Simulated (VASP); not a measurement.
Write the native input for VASP 6.6.1 that does the following.

| Quantity | Value |
| --- | --- |
| Task | single point |
| Functional | PBEsol |
| Potentials or basis | VASP PAW PBE potentials, release 64 (In_d, Se) |
| Cutoff | 520 eV |
| k mesh | 12 × 12 × 12 |
| Occupations | gaussian, width 0.05 eV |
| Spin | no spin polarisation |
| Dipole correction | no |
| Further INCAR settings | ALGO = Normal; EDIFF = 1e-07; NBANDS = 27 |

The structure of InSe lies in POSCAR:

```
InSe
1.0
    1.9785996541      1.1423450429      8.3524316810
   -1.9785996541      1.1423450429      8.3524316810
    0.0000000000     -2.2846900858      8.3524316810
In Se
2 2
Direct
   -0.0089313973     -0.0089313973     -0.0089313973
    0.1158448339      0.1158448339      0.1158448339
    0.6060070561      0.6060070561      0.6060070561
    0.8447795073      0.8447795073      0.8447795073
```

This cell differs from its parent crystal: strained and its atoms moved.

One way to write it, as run:

INCAR

```
PREC = Accurate
ENCUT = 520
EDIFF = 1E-7
ISMEAR = 0
SIGMA = 0.05
LREAL = F
LASPH = T
NELM = 100
ALGO = Normal
ISIF = 2
LWAVE = F
LCHARG = T
GGA = PS
LELF = T
LVHAR = T
NBANDS = 27
```

KPOINTS

```
Automatic mesh
0
Gamma
  12 12 12
```

Potentials or basis: VASP PAW PBE potentials, release 64 (In_d, Se).

Run with:

```sh
$ cat potpaw_PBE.64/In_d/POTCAR potpaw_PBE.64/Se/POTCAR > POTCAR
$ mpirun -np 1 vasp_std > vasp.out
```

It gave:

- Pressure: -1.4 GPa
- Largest force: 1.735 eV/Å
- Band gap on the k mesh: 0.17 eV (least direct gap 0.46 eV)

Caveat: the cell differs from its parent crystal (strained and its atoms moved); the PAW data sets were made with another functional, which shifts forces and pressure a little; spin-orbit coupling is left out, which moves the levels of the heavy elements.

Wall time 29 min on 1 thread of Intel(R) Xeon(R) Platinum 8259CL CPU @ 2.50GHz (Skylake/Cascade Lake), on a shared host, peak memory 0.89 GiB.
